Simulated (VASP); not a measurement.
# Re (I4/mmm) in VASP: notebook

The runs below take Re through single point, with LDA.

All numbers are computed with VASP 6.6.1; they aren't measurements. Logs are shortened: lines on timing, memory, paths and dates and some standing lists are left out, and cuts for length are marked.

### 1 The cell of the first run

The structure is tetragonal, space group I4/mmm (No. 139). Conventional cell: a = 2.488 Å, b = 2.488 Å, c = 4.976 Å, α = 90.00°, β = 90.00°, γ = 90.00°. Re (site symmetry 4/mmm) has 12 Re at 2.49 to 3.05 Å within 3.3 Å.

### 2 Single point, LDA

INCAR reads:

```
SYSTEM = Re
ALGO = Normal
EDIFF = 1E-6
ENCUT = 520
ISIF = 2
ISMEAR = 0
LASPH = .TRUE.
LCHARG = .FALSE.
LREAL = .FALSE.
LWAVE = .FALSE.
NBANDS = 10
NELM = 80
PREC = Accurate
SIGMA = 0.15
```

KPOINTS reads:

```
k-points
0
G
  22 22 22
  0 0 0
```

POSCAR reads:

```
Re
1.0
    0.0000000000      1.7596135467      2.4880935550
    1.7596135467      0.0000000000      2.4880935550
    1.7596135467      1.7596135467      0.0000000000
Re
1
Direct
    0.0000000000      0.0000000000      0.0000000000
```

Potentials or basis: VASP PAW LDA potentials, release 64 (Re).

Launch:

```
cat potpaw_LDA.64/Re/POTCAR > POTCAR
mpirun -np 1 vasp_std > vasp.out
```

OUTCAR:

```text
SYSTEM = Re
   EDIFF = 1E-6
   ENCUT = 520
   ISIF = 2
   ISMEAR = 0
   LASPH = .TRUE.
   LREAL = .FALSE.
   NELM = 80
   PREC = Accurate

 ion  position               nearest neighbor table
   1  0.000  0.000  0.000-

  LATTYP: Found a body centered tetragonal cell.
 ALAT       =     2.4884693423
 C/A-ratio  =     1.9996979772

  Lattice vectors:

 A1 = (  -1.7596135467,   0.0000000000,   2.4880935550)
 A2 = (   1.7596135467,   0.0000000000,   2.4880935550)
 A3 = (   0.0000000000,   1.7596135467,  -2.4880935550)

Analysis of symmetry for initial positions (statically):
=====================================================================
 Subroutine PRICEL returns:
 Original cell was already a primitive cell.

 Routine SETGRP: Setting up the symmetry group for a
 body centered tetragonal supercell.

 Subroutine GETGRP returns: Found 16 space group operations
 (whereof 16 operations were pure point group operations)
 out of a pool of 16 trial point group operations.

The static configuration has the point symmetry D_4h.

Analysis of symmetry for dynamics (positions and initial velocities):
=====================================================================
 Subroutine PRICEL returns:
 Original cell was already a primitive cell.

 Routine SETGRP: Setting up the symmetry group for a
 body centered tetragonal supercell.

 Subroutine GETGRP returns: Found 16 space group operations
 (whereof 16 operations were pure point group operations)
 out of a pool of 16 trial point group operations.

The dynamic configuration has the point symmetry D_4h.

 Subroutine INISYM returns: Found 16 space group operations
 (whereof 16 operations are pure point group operations),
 and found     1 'primitive' translations

----------------------------------------------------------------------------------------

                                     Primitive cell

  volume of cell :      15.4075

  direct lattice vectors                    reciprocal lattice vectors
     0.000000000  1.759613547  2.488093555    -0.284153302  0.284153302  0.200957074
     1.759613547  0.000000000  2.488093555     0.284153302 -0.284153302  0.200957074
     1.759613547  1.759613547  0.000000000     0.284153302  0.284153302 -0.200957074

  length of vectors
     3.047433243  3.047433243  2.488469342     0.449299392  0.449299392  0.449299392

  position of ions in fractional coordinates (direct lattice)
     0.000000000  0.000000000  0.000000000

  ion indices of the primitive-cell ions
   primitive index   ion index
                 1           1

----------------------------------------------------------------------------------------

 KPOINTS: k-points

Automatic generation of k-mesh.
 Grid dimensions read from file:
 generate k-points for:   22   22   22

 Generating k-lattice:

  Cartesian coordinates                     Fractional coordinates (reciprocal lattice)
    -0.012916059  0.012916059  0.009134412     0.045454545  0.000000000  0.000000000
     0.012916059 -0.012916059  0.009134412     0.000000000  0.045454545  0.000000000
     0.012916059  0.012916059 -0.009134412     0.000000000  0.000000000  0.045454545

  Length of vectors
     0.020422700  0.020422700  0.020422700

  Shift w.r.t. Gamma in fractional coordinates (k-lattice)
     0.000000000  0.000000000  0.000000000

 Subroutine IBZKPT returns following result:
 ===========================================

 Found    834 irreducible k-points:

 Following reciprocal coordinates:
            Coordinates               Weight
  0.000000  0.000000  0.000000      1.000000
  0.045455  0.000000  0.000000      8.000000
  0.090909  0.000000  0.000000      8.000000
  0.136364  0.000000  0.000000      8.000000
  0.181818  0.000000  0.000000      8.000000
  0.227273  0.000000  0.000000      8.000000
[... 16 lines left out ...]
  0.500000  0.045455  0.000000      8.000000
 -0.454545  0.045455  0.000000      8.000000
 [... further k-points ...]
   k-points           NKPTS =    834   k-points in BZ     NKDIM =    834   number of bands    NBANDS=     10
   number of dos      NEDOS =    301   number of ions     NIONS =      1
   total plane-waves  NPLWV =  11520
   dimension x,y,z NGX =    24 NGY =   24 NGZ =   20
   dimension x,y,z NGXF=    48 NGYF=   48 NGZF=   40
   ions per type =               1
   NGX,Y,Z   is equivalent  to a cutoff of  13.09, 13.09, 13.36 a.u.
   NGXF,Y,Z  is equivalent  to a cutoff of  26.19, 26.19, 26.72 a.u.
 SYSTEM =  Re
   PREC   = accura    normal or accurate (medium, high low for compatibility)
   ISTART =      0    job   : 0-new  1-cont  2-samecut
   ICHARG =      2    charge: 1-file 2-atom 10-const
   ISPIN  =      1    spin polarized calculation?
   LNONCOLLINEAR =      F non collinear calculations
   LSORBIT =      F    spin-orbit coupling
   LASPH  =      T    aspherical Exc in radial PAW
   ENCUT  =  520.0 eV  38.22 Ry    6.18 a.u.   5.67  5.67  4.63*2*pi/ulx,y,z
   NELM   =     80;   NELMIN=  2; NELMDL= -5     # of ELM steps
   EDIFF  = 0.1E-05   stopping-criterion for ELM
   LREAL  =      F    real-space projection
   EDIFFG = 0.1E-04   stopping-criterion for IOM
   NSW    =      0    number of steps for IOM
   IBRION =     -1    ionic relax: 0-MD 1-quasi-New 2-CG
   NFREE  =      0    steps in history (QN), initial steepest desc. (CG)
   ISIF   =      2    stress and relaxation
   ISYM   =      2    0-nonsym 1-usesym 2-fastsym
   POTIM  = 0.5000    time-step for ionic-motion
   TEBEG  =    0.0;   TEEND  =   0.0 temperature during run
   PSTRESS=    0.0 pullay stress
   NELECT =       7.0000    total number of electrons
   NUPDOWN=      -1.0000    fix difference up-down
   EMIN   =  10.00;   EMAX   =-10.00  energy-range for DOS
   EFERMI =   0.00;   METHOD = LEGACY
   ISMEAR =     0;   SIGMA  =   0.15  broadening in eV -4-tet -1-fermi 0-gaus
   EFERMI_NEDOS =   21; number of points for ismear=-14 and -15
   IALGO  =     38    algorithm
   IMIX   =      4    mixing-type and parameters
     AMIX     =   0.40;   BMIX     =  1.00
     AMIX_MAG =   1.60;   BMIX_MAG =  1.00
  volume/ion in A,a.u.               =      15.41       103.97
  Fermi-wavevector in a.u.,A,eV,Ry     =   1.258531  2.378278 21.550255  1.583899
  Thomas-Fermi vector in A             =   2.392135
   LORBIT       =      0    0 simple, 1 ext, 2 COOP (PROOUT), +10 PAW based schemes
   GGA     = CA    functional components
   LHFCALC =     F    Hartree Fock is set to
   AEXX    =    0.0000 exact exchange contribution
   IVDW    =     0    specifies the selected vdW correction
   LEPSILON=     F    determine dielectric tensor
   LRPA    =     F    only Hartree local field effects (RPA)
 non-spin polarized calculation
 Gauss-broadening in eV      SIGMA  =   0.15
  energy-cutoff  :      520.00
  volume of cell :       15.41
 maximum number of plane-waves:       437
   NGX = 11   NGY = 11   NGZ =  9

 number of electron       7.0000000 magnetization

 Free energy of the ion-electron system (eV)
  ---------------------------------------------------
  ext. energy  EPLUGINS =         0.00000000
  ---------------------------------------------------
  free energy    TOTEN  =       -12.76680209 eV

  energy without entropy =      -12.75111182  energy(sigma->0) =      -12.75895696

 E-fermi :   8.1195     XC(G=0): -13.5378

 val. band max:        8.1191210525   @ k =  -0.2273   0.3182   0.0909
 cond. band min:       8.1260257779   @ k =   0.3182   0.0455   0.1818
 fundamental gap:      0.0069047255
 Fermi energy:         8.1195254795

 k-point     1 :       0.0000    0.0000    0.0000
  band No.  band energies     occupation
      1      -2.1184      2.00000
      2       2.8599      2.00000
      3       4.6339      2.00000
      4       8.2166      0.35988
      5       8.2166      0.35988
      6      11.8955      0.00000
      7      21.2672      0.00000
      8      23.2812      0.00000
      9      30.6128      0.00000
     10      30.6128      0.00000

 k-point     2 :       0.0455    0.0000    0.0000
  band No.  band energies     occupation
      1      -2.0206      2.00000
      2       2.9253      2.00000
      3       4.6729      2.00000
      4       8.0730      1.33897
      5       8.2527      0.20913
      6      11.7904      0.00000
      7      21.4301      0.00000
      8      23.4628      0.00000
      9      29.8346      0.00000
     10      30.8308      0.00000

 k-point     3 :       0.0909    0.0000    0.0000
  band No.  band energies     occupation
      1      -1.7357      2.00000
      2       3.1088      2.00000
      3       4.7922      2.00000
      4       7.6984      1.99993
      5       8.3580      0.02455
      6      11.4956      0.00000
      7      21.8264      0.00000
      8      24.0242      0.00000
      9      28.4360      0.00000
     10      31.4546      0.00000

 k-point     4 :       0.1364    0.0000    0.0000
  band No.  band energies     occupation
      1      -1.2902      2.00000
      2       3.3714      2.00000
      3       4.9843      2.00000
      4       7.2464      2.00000
      5       8.5223      0.00015
      6      11.0659      0.00000
      7      22.2699      0.00000
      8      24.9011      0.00000
      9      27.0430      0.00000
     10      31.1185      0.00000
[... 222 lines left out ...]
 k-point    22 :       0.4545    0.0455    0.0000
  band No.  band energies     occupation
      1       1.2432      2.00000
      2       3.5022      2.00000
      3       7.6785      1.99997
      4       8.0113      1.69247
      5      10.3432      0.00000
      6      10.6455      0.00000
      7      18.1872      0.00000
      8      19.9592      0.00000
      9      29.1319      0.00000
     10      31.0401      0.00000

 k-point    23 :       0.5000    0.0455    0.0000
  band No.  band energies     occupation
      1       1.2482      2.00000
      2       3.5242      2.00000
      3       7.8508      1.98870
      4       8.0710      1.35243
      5      10.6745      0.00000
      6      10.7066      0.00000
      7      18.2673      0.00000
      8      19.4394      0.00000
      9      28.3269      0.00000
     10      30.9231      0.00000

 k-point    24 :      -0.4545    0.0455    0.0000
  band No.  band energies     occupation
      1       1.2611      2.00000
      2       3.5530      2.00000
      3       7.8022      1.99723
      4       7.8086      1.99663
      5      10.6653      0.00000
      6      11.0170      0.00000
      7      18.6627      0.00000
      8      19.2023      0.00000
      9      28.1084      0.00000
     10      31.1054      0.00000

 [... further k-points ...]
[... 5 lines left out ...]
  --------------------------------------------------------------------------------------
  -------------------------------------------------------------------------------------
  Total        1.9142819      1.9142819     -4.3843652      0.0000000      0.0000000      0.0000000
  in kB      199.0605368    199.0605368   -455.9172378      0.0000000      0.0000000      0.0000000
  external PRESSURE =     -19.2653881 kB  Pullay stress =       0.0000000 kB

 VOLUME and BASIS-vectors are now :
 -----------------------------------------------------------------------------
  energy-cutoff  :      520.00
  volume of cell :       15.41
      direct lattice vectors                 reciprocal lattice vectors
     0.000000000  1.759613547  2.488093555    -0.284153302  0.284153302  0.200957074
     1.759613547  0.000000000  2.488093555     0.284153302 -0.284153302  0.200957074
     1.759613547  1.759613547  0.000000000     0.284153302  0.284153302 -0.200957074

 POSITION                                       TOTAL-FORCE (eV/Angst)
 -----------------------------------------------------------------------------------
      0.00000      0.00000      0.00000         0.000000      0.000000      0.000000
 -----------------------------------------------------------------------------------
    total drift:                                0.000000      0.000000     -0.000000

  FREE ENERGIE OF THE ION-ELECTRON SYSTEM (eV)
  ---------------------------------------------------
  free  energy   TOTEN  =       -12.7668020904 eV

  energy  without entropy=      -12.7511118236  energy(sigma->0) =      -12.75895696
```

It took 78 s on 1 thread of Intel Xeon Platinum 8259CL at 2.50GHz (Skylake/Cascade Lake), shared host; peak memory 0.24 GiB.

What came out:

| Item | Value |
| --- | --- |
| Free energy | -12.7668 eV |
| Pressure | -1.9 GPa |

Caveat: spin-orbit coupling is left out, which moves the levels of the heavy elements.

(Part 1 of 2 ends here.)
